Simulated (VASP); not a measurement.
# Be (P6_3/mmc) in VASP: further runs

The runs below take Be through single point, relaxation of cell and atoms, with PBEsol.

Program: VASP 6.6.1. These are calculated values, not measurements. Logs are shortened: lines on timing, memory, paths and dates and some standing lists are left out, and cuts for length are marked.

**1. The cell of the first run**

Symmetry: P6_3/mmc, No. 194, hexagonal system. The conventional cell has a = 2.272 Å, b = 2.272 Å, c = 3.521 Å, α = 90.00°, β = 90.00°, γ = 120.00°. Be (site symmetry -6m2) has 12 Be at 2.20 to 2.27 Å within 2.9 Å.

**2. Single point, PBEsol**

The input, INCAR:

```
SYSTEM = Be
ALGO     = Normal         ! electronic algorithm
EDIFF    = 1E-7           ! SCF threshold, eV
ENCUT    = 520            ! plane-wave cutoff, eV
GGA      = PS             ! functional
ISIF     = 2              ! what is computed and relaxed
ISMEAR   = -1             ! smearing method
LASPH    = .True.         ! aspherical terms in the spheres
LCHARG   = .False.        ! write CHGCAR
LREAL    = .False.        ! projectors in reciprocal space
LWAVE    = .False.        ! write WAVECAR
NBANDS   = 9              ! bands
NELM     = 100            ! most SCF steps
PREC     = Accurate       ! precision mode
SIGMA    = 0.05           ! smearing width, eV
```

The input, KPOINTS:

```
k-points
0
Gamma
  10 10 6
  0 0 0
```

The input, POSCAR:

```
Be
1.0
    2.2715005872      0.0000000000      0.0000000000
   -1.1357502936      1.9671772132      0.0000000000
    0.0000000000      0.0000000000      3.5208360478
Be
2
Direct
    0.3333333333      0.6666666667      0.2500000000
    0.6666666667      0.3333333333      0.7500000000
```

Potentials or basis: VASP PAW PBE potentials, release 64 (Be).

On the command line:

```bash
$ cat potpaw_PBE.64/Be/POTCAR > POTCAR
$ mpirun -np 1 vasp_std > vasp.out
```

OUTCAR:

```text
SYSTEM = Be
   EDIFF = 1E-7
   ENCUT = 520
   GGA = PS
   ISIF = 2
   ISMEAR = -1
   LASPH = .True.
   LREAL = .False.
   NELM = 100
   PREC = Accurate

 ion  position               nearest neighbor table
   1  0.333  0.667  0.250-   2 2.20   2 2.20   2 2.20   2 2.20   2 2.20   2 2.20
   2  0.667  0.333  0.750-   1 2.20   1 2.20   1 2.20   1 2.20   1 2.20   1 2.20

  LATTYP: Found a hexagonal cell.
 ALAT       =     2.2715005872
 C/A-ratio  =     1.5500044630

  Lattice vectors:

 A1 = (   2.2715005872,   0.0000000000,   0.0000000000)
 A2 = (  -1.1357502936,   1.9671772132,   0.0000000000)
 A3 = (   0.0000000000,   0.0000000000,   3.5208360478)

Analysis of symmetry for initial positions (statically):
=====================================================================
 Subroutine PRICEL returns:
 Original cell was already a primitive cell.

 Routine SETGRP: Setting up the symmetry group for a
 hexagonal supercell.

 Subroutine GETGRP returns: Found 24 space group operations
 (whereof 12 operations were pure point group operations)
 out of a pool of 24 trial point group operations.

The static configuration has the point symmetry D_3d.
 The point group associated with its full space group is D_6h.

Analysis of symmetry for dynamics (positions and initial velocities):
=====================================================================
 Subroutine PRICEL returns:
 Original cell was already a primitive cell.

 Routine SETGRP: Setting up the symmetry group for a
 hexagonal supercell.

 Subroutine GETGRP returns: Found 24 space group operations
 (whereof 12 operations were pure point group operations)
 out of a pool of 24 trial point group operations.

The dynamic configuration has the point symmetry D_3d.
 The point group associated with its full space group is D_6h.

 Subroutine INISYM returns: Found 24 space group operations
 (whereof 12 operations are pure point group operations),
 and found     1 'primitive' translations

----------------------------------------------------------------------------------------

                                     Primitive cell

  volume of cell :      15.7327

  direct lattice vectors                    reciprocal lattice vectors
     2.271500587  0.000000000  0.000000000     0.440237615  0.254171305  0.000000000
    -1.135750294  1.967177213  0.000000000     0.000000000  0.508342611  0.000000000
     0.000000000  0.000000000  3.520836048     0.000000000  0.000000000  0.284023450

  length of vectors
     2.271500587  2.271500587  3.520836048     0.508342611  0.508342611  0.284023450

  position of ions in fractional coordinates (direct lattice)
     0.333333333  0.666666667  0.250000000
     0.666666667  0.333333333  0.750000000

  ion indices of the primitive-cell ions
   primitive index   ion index
                 1           1
                 2           2

----------------------------------------------------------------------------------------

 KPOINTS: k-points

Automatic generation of k-mesh.
 Grid dimensions read from file:
 generate k-points for:   10   10    6

 Generating k-lattice:

  Cartesian coordinates                     Fractional coordinates (reciprocal lattice)
     0.044023761  0.025417131  0.000000000     0.100000000 -0.000000000  0.000000000
     0.000000000  0.050834261  0.000000000     0.000000000  0.100000000  0.000000000
     0.000000000  0.000000000  0.047337242     0.000000000  0.000000000  0.166666667

  Length of vectors
     0.050834261  0.050834261  0.047337242

  Shift w.r.t. Gamma in fractional coordinates (k-lattice)
     0.000000000  0.000000000  0.000000000

 Subroutine IBZKPT returns following result:
 ===========================================

 Found     56 irreducible k-points:

 Following reciprocal coordinates:
            Coordinates               Weight
  0.000000  0.000000  0.000000      1.000000
  0.100000 -0.000000  0.000000      6.000000
  0.200000 -0.000000  0.000000      6.000000
  0.300000 -0.000000  0.000000      6.000000
  0.400000 -0.000000  0.000000      6.000000
  0.500000 -0.000000  0.000000      3.000000
[... 16 lines left out ...]
  0.300000  0.100000  0.166667     24.000000
  0.400000  0.100000  0.166667     24.000000
 [... further k-points ...]
   k-points           NKPTS =     56   k-points in BZ     NKDIM =     56   number of bands    NBANDS=      9
   number of dos      NEDOS =    301   number of ions     NIONS =      2
   total plane-waves  NPLWV =   9072
   dimension x,y,z NGX =    18 NGY =   18 NGZ =   28
   dimension x,y,z NGXF=    36 NGYF=   36 NGZF=   56
   ions per type =               2
   NGX,Y,Z   is equivalent  to a cutoff of  13.17, 13.17, 13.22 a.u.
   NGXF,Y,Z  is equivalent  to a cutoff of  26.35, 26.35, 26.44 a.u.
 SYSTEM =  Be
   PREC   = accura    normal or accurate (medium, high low for compatibility)
   ISTART =      0    job   : 0-new  1-cont  2-samecut
   ICHARG =      2    charge: 1-file 2-atom 10-const
   ISPIN  =      1    spin polarized calculation?
   LNONCOLLINEAR =      F non collinear calculations
   LSORBIT =      F    spin-orbit coupling
   LASPH  =      T    aspherical Exc in radial PAW
   ENCUT  =  520.0 eV  38.22 Ry    6.18 a.u.   4.22  4.22  6.55*2*pi/ulx,y,z
   NELM   =    100;   NELMIN=  2; NELMDL= -5     # of ELM steps
   EDIFF  = 0.1E-06   stopping-criterion for ELM
   LREAL  =      F    real-space projection
   EDIFFG = 0.1E-05   stopping-criterion for IOM
   NSW    =      0    number of steps for IOM
   IBRION =     -1    ionic relax: 0-MD 1-quasi-New 2-CG
   NFREE  =      0    steps in history (QN), initial steepest desc. (CG)
   ISIF   =      2    stress and relaxation
   ISYM   =      2    0-nonsym 1-usesym 2-fastsym
   POTIM  = 0.5000    time-step for ionic-motion
   TEBEG  =    0.0;   TEEND  =   0.0 temperature during run
   PSTRESS=    0.0 pullay stress
   NELECT =       4.0000    total number of electrons
   NUPDOWN=      -1.0000    fix difference up-down
   EMIN   =  10.00;   EMAX   =-10.00  energy-range for DOS
   EFERMI =   0.00;   METHOD = LEGACY
   ISMEAR =    -1;   SIGMA  =   0.05  broadening in eV -4-tet -1-fermi 0-gaus
   EFERMI_NEDOS =   21; number of points for ismear=-14 and -15
   IALGO  =     38    algorithm
   IMIX   =      4    mixing-type and parameters
     AMIX     =   0.40;   BMIX     =  1.00
     AMIX_MAG =   1.60;   BMIX_MAG =  1.00
  volume/ion in A,a.u.               =       7.87        53.08
  Fermi-wavevector in a.u.,A,eV,Ry     =   1.037116  1.959866 14.634565  1.075610
  Thomas-Fermi vector in A             =   2.171539
   LORBIT       =      0    0 simple, 1 ext, 2 COOP (PROOUT), +10 PAW based schemes
   GGA     = PS    functional components
   LHFCALC =     F    Hartree Fock is set to
   AEXX    =    0.0000 exact exchange contribution
   IVDW    =     0    specifies the selected vdW correction
   LEPSILON=     F    determine dielectric tensor
   LRPA    =     F    only Hartree local field effects (RPA)
 non-spin polarized calculation
  energy-cutoff  :      520.00
  volume of cell :       15.73
 maximum number of plane-waves:       439
 NGX is ok and might be reduce to    18
   NGX =  9   NGY =  9   NGZ = 13

 number of electron       4.0000000 magnetization

 Free energy of the ion-electron system (eV)
  ---------------------------------------------------
  ext. energy  EPLUGINS =         0.00000000
  ---------------------------------------------------
  free energy    TOTEN  =        -7.97216247 eV

  energy without entropy =       -7.97072920  energy(sigma->0) =       -7.97144584

 E-fermi :   7.0236     XC(G=0): -10.6240

 val. band max:        6.9137765649   @ k =   0.3000   0.2000   0.0000
 cond. band min:       7.1525147511   @ k =   0.3000   0.3000   0.3333
 fundamental gap:      0.2387381862
 Fermi energy:         7.0236383429

 k-point     1 :       0.0000    0.0000    0.0000
  band No.  band energies     occupation
      1      -4.3139      2.00000
      2       2.7289      2.00000
      3       8.4723      0.00000
      4      22.7930      0.00000
      5      22.7930      0.00000
      6      25.7340      0.00000
      7      25.7340      0.00000
      8      28.3981      0.00000
      9      34.0080      0.00000

 k-point     2 :       0.1000   -0.0000    0.0000
  band No.  band energies     occupation
      1      -4.0295      2.00000
      2       3.1027      2.00000
      3       8.5413      0.00000
      4      20.6915      0.00000
      5      21.3570      0.00000
      6      25.7655      0.00000
      7      26.3670      0.00000
      8      27.6964      0.00000
      9      30.8972      0.00000

 k-point     3 :       0.2000   -0.0000    0.0000
  band No.  band energies     occupation
      1      -3.1752      2.00000
      2       4.2201      2.00000
      3       8.6444      0.00000
      4      16.8201      0.00000
      5      19.2738      0.00000
      6      25.0352      0.00000
      7      25.1188      0.00000
      8      26.0942      0.00000
      9      27.3299      0.00000

 k-point     4 :       0.3000   -0.0000    0.0000
  band No.  band energies     occupation
      1      -1.7534      2.00000
      2       6.0631      2.00000
      3       8.1107      0.00000
      4      13.8828      0.00000
      5      17.6155      0.00000
      6      20.7701      0.00000
      7      21.9703      0.00000
      8      25.1468      0.00000
      9      26.5983      0.00000
[... 205 lines left out ...]
 k-point    22 :       0.2000    0.1000    0.1667
  band No.  band energies     occupation
      1      -2.0722      2.00000
      2       3.7405      2.00000
      3      10.6598      0.00000
      4      14.9679      0.00000
      5      17.2449      0.00000
      6      21.3328      0.00000
      7      23.4467      0.00000
      8      24.9841      0.00000
      9      29.0331      0.00000

 k-point    23 :       0.3000    0.1000    0.1667
  band No.  band energies     occupation
      1      -0.3749      2.00000
      2       5.2343      2.00000
      3       9.3863      0.00000
      4      13.5313      0.00000
      5      15.1471      0.00000
      6      18.2430      0.00000
      7      22.0143      0.00000
      8      23.3272      0.00000
      9      28.1963      0.00000

 k-point    24 :       0.4000    0.1000    0.1667
  band No.  band energies     occupation
      1       1.7389      2.00000
      2       4.7336      2.00000
      3       9.3739      0.00000
      4      12.2420      0.00000
      5      14.0877      0.00000
      6      16.9989      0.00000
      7      20.4558      0.00000
      8      22.3285      0.00000
      9      27.8977      0.00000

 [... further k-points ...]

------------------------ aborting loop because EDIFF is reached ----------------------------------------

  FORCE on cell =-STRESS in cart. coord.  units (eV):
  Direction    XX          YY          ZZ          XY          YZ          ZX
  --------------------------------------------------------------------------------------
  -------------------------------------------------------------------------------------
  Total        0.0337214      0.0337214      0.0416121     -0.0000000      0.0000000     -0.0000000
  in kB        3.4341070      3.4341070      4.2376755     -0.0000000      0.0000000     -0.0000000
  external PRESSURE =       3.7019631 kB  Pullay stress =       0.0000000 kB

 VOLUME and BASIS-vectors are now :
 -----------------------------------------------------------------------------
  energy-cutoff  :      520.00
  volume of cell :       15.73
      direct lattice vectors                 reciprocal lattice vectors
     2.271500587  0.000000000  0.000000000     0.440237615  0.254171305  0.000000000
    -1.135750294  1.967177213  0.000000000     0.000000000  0.508342611  0.000000000
     0.000000000  0.000000000  3.520836048     0.000000000  0.000000000  0.284023450

 POSITION                                       TOTAL-FORCE (eV/Angst)
 -----------------------------------------------------------------------------------
     -0.00000      1.31145      0.88021        -0.000000      0.000000      0.000000
      1.13575      0.65573      2.64063         0.000000     -0.000000      0.000000
 -----------------------------------------------------------------------------------
    total drift:                                0.000000     -0.000000      0.000000

  FREE ENERGIE OF THE ION-ELECTRON SYSTEM (eV)
  ---------------------------------------------------
  free  energy   TOTEN  =        -7.9721624747 eV

  energy  without entropy=       -7.9707292045  energy(sigma->0) =       -7.97144584
```

Wall time 6.2 s (1 thread of Intel Xeon 8259CL, shared host); peak memory 0.12 GiB.

What came out:

| Item | Value |
| --- | --- |
| Free energy | -7.9722 eV |
| Pressure | 0.4 GPa |
| Band gap on the k mesh | zero (bands 2 and 3 overlap by 0.77 eV) |

Stress tensor (GPa, compression positive):
```
0.34 0.00 0.00
0.00 0.34 0.00
0.00 0.00 0.42
```

Levels at points of the mesh, in eV from the Fermi level:
```
           k point  band 1  band 2  band 3  band 4  band 5
(0.00, 0.00, 0.00)  -11.34   -4.29    1.45   15.77   15.77
(0.50, 0.00, 0.00)   -5.07   -3.17    3.70    6.60    7.01
(0.00, 0.00, 0.50)   -9.13   -9.13   11.26   11.26   17.49
(0.50, 0.00, 0.50)   -3.65   -3.65    1.58    1.58   11.90
```

Caveat: the PAW data sets were made with another functional, which shifts forces and pressure a little.

**3. Relaxation of cell and atoms, PBEsol**

This run uses another cell than the first one, of 8.11 Å³/atom.

The input, INCAR:

```
SYSTEM = Be
PREC = Accurate
ENCUT = 600
EDIFF = 1E-6
ISMEAR = -1
SIGMA = 0.05
LREAL = .False.
LASPH = .True.
NELM = 100
ALGO = Normal
ISIF = 3
LWAVE = .False.
LCHARG = .False.
GGA = PS
IBRION = 2
NSW = 80
EDIFFG = -0.03
```

The input, KPOINTS:

```
Automatic mesh
0
Gamma
  10 10 6
  0 0 0
```

The input, POSCAR:

```
Be
1.0
    2.2853000000      0.0000000000      0.0000000000
   -1.1426500000      1.9791280000      0.0000000000
    0.0000000000      0.0000000000      3.5842000000
Be
2
Direct
    0.3333333333      0.6666666667      0.2500000000
    0.6666666667      0.3333333333      0.7500000000
```

Potentials or basis: VASP PAW PBE potentials, release 64 (Be).

On the command line:

```bash
$ cat potpaw_PBE.64/Be/POTCAR > POTCAR
$ mpirun -np 1 vasp_std > vasp.out
```

Wall time 8 s (1 thread of Intel Xeon 8259CL, shared host); peak memory 0.12 GiB.

The run converged. Its results:

- Free energy: -7.9723 eV
- Relaxed volume: 7.89 Å³/atom
- Relaxed cell: a = 2.273 Å, b = 2.273 Å, c = 3.525 Å, α = 90.00°, β = 90.00°, γ = 120.00°
- Space group after relaxing (to 0.1 Å): P6_3/mmc (No. 194)
- Energy gained by relaxing: 3.1 meV/atom
- Ionic steps: 3
- Pressure after relaxing: 0.0 GPa
- Band gap on the k mesh: zero (bands 2 and 3 overlap by 0.77 eV)

Stress tensor (GPa, compression positive):
```
 0.09  0.00  0.00
 0.00  0.09  0.00
 0.00  0.00 -0.08
```

Step by step:
| step | energy change (eV) | largest force (eV/Å) | pressure (GPa) | volume (Å³) |
| --- | --- | --- | --- | --- |
| 1 | 0.0000 | 0.0000 | -3.32 | 16.21 |
| 2 | -0.0062 | 0.0000 | -0.34 | 15.82 |
| 3 | -0.0062 | 0.0000 | 0.04 | 15.77 |

Final structure:
```
Be
1.0
     2.27304    0.00000    0.00000
    -1.13652    1.96851    0.00000
     0.00000    0.00000    3.52524
Be
2
Direct
  0.33333 0.66667 0.25000
  0.66667 0.33333 0.75000
```

Levels at points of the mesh, in eV from the Fermi level:
```
           k point  band 1  band 2  band 3  band 4  band 5  band 6
(0.00, 0.00, 0.00)  -11.33   -4.29    1.43   15.75   15.75   18.68
(0.50, 0.00, 0.00)   -5.06   -3.16    3.69    6.59    6.98    9.20
(0.00, 0.00, 0.50)   -9.12   -9.12   11.21   11.21   17.47   17.47
(0.50, 0.00, 0.50)   -3.64   -3.64    1.58    1.58   11.89   11.89
```

Caveat: the PAW data sets were made with another functional, which shifts forces and pressure a little.

The gap in the log of VASP goes by the Fermi energy; the results here count the filled bands.